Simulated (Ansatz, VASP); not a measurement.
One calculation of Ir, two programs

```
Ir
1.0
     0.00000    1.91560    1.91560
     1.91560    0.00000    1.91560
     1.91560    1.91560    0.00000
Ir
1
Direct
  0.00000 0.00000 0.00000
```

Alike in both runs: task single point; functional PBE; k mesh 7 × 7 × 7; occupations fermi-dirac, width 0.04 eV; no spin polarisation.

```csv
,VASP,Ansatz
version,VASP 6.6.1,Ansatz 0.2.0
potentials or method,"VASP PAW PBE potentials, release 64 (Ir), cutoff 500 eV","all-electron LAPW, scalar-relativistic"
```

|  | VASP | Ansatz | Ansatz less VASP |
| --- | --- | --- | --- |
| gap on the k mesh at the Fermi level (eV) | none | none | - |
| pressure (GPa) | 11.0 | 10.3 | -0.71 |

A gap of «none» marks a metal or a gap that the smearing closes. Ansatz ran all-electron here, and VASP with PAW potentials.

The k mesh is coarse, so the values compare programs but aren't converged. Neither program's run includes spin-orbit coupling. Noted on Ansatz's run: the k mesh is thin for a metal, which can move the energy by tens of meV per atom.
